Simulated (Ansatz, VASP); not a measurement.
# TiPt3: VASP beside Ansatz

```
Ti Pt
1.0
     3.94818    0.00000    0.00000
     0.00000    3.94818    0.00000
     0.00000    0.00000    3.94818
Ti Pt
1 3
Cartesian
  0.0000 0.0000 0.0000
  0.0000 1.9741 1.9741
  1.9741 0.0000 1.9741
  1.9741 1.9741 0.0000
```

Alike in both runs: task relaxation of cell and atoms; functional PBE; dispersion D3(BJ); k mesh 10 × 10 × 10; occupations gaussian, width 0.1 eV; no spin polarisation.

|  | VASP | Ansatz |
| --- | --- | --- |
| version | VASP 6.6.1 | Ansatz 0.2.0 |
| potentials or method | VASP PAW PBE potentials, release 64 (Ti_sv, Pt), cutoff 600 eV | scalar-relativistic, plane waves, PAW |
| valence electrons in the cell | 42 | 66 |

|  | VASP | Ansatz | Ansatz less VASP |
| --- | --- | --- | --- |
| gap on the k mesh at the Fermi level, each at its own relaxed structure (eV) | none | none | - |
| relaxed volume (Å³/atom) | 14.86 | 14.88 | +0.019 |
| relaxed cell length with the largest relative difference (Å) | 3.903 | 3.904 | +0.0016 |

A gap of «none» marks a metal or a gap that the smearing closes. VASP's potentials hold 42 valence electrons a cell and Ansatz's 66, so a difference there can come from the potentials and not from the codes.

Spin-orbit coupling is off throughout.
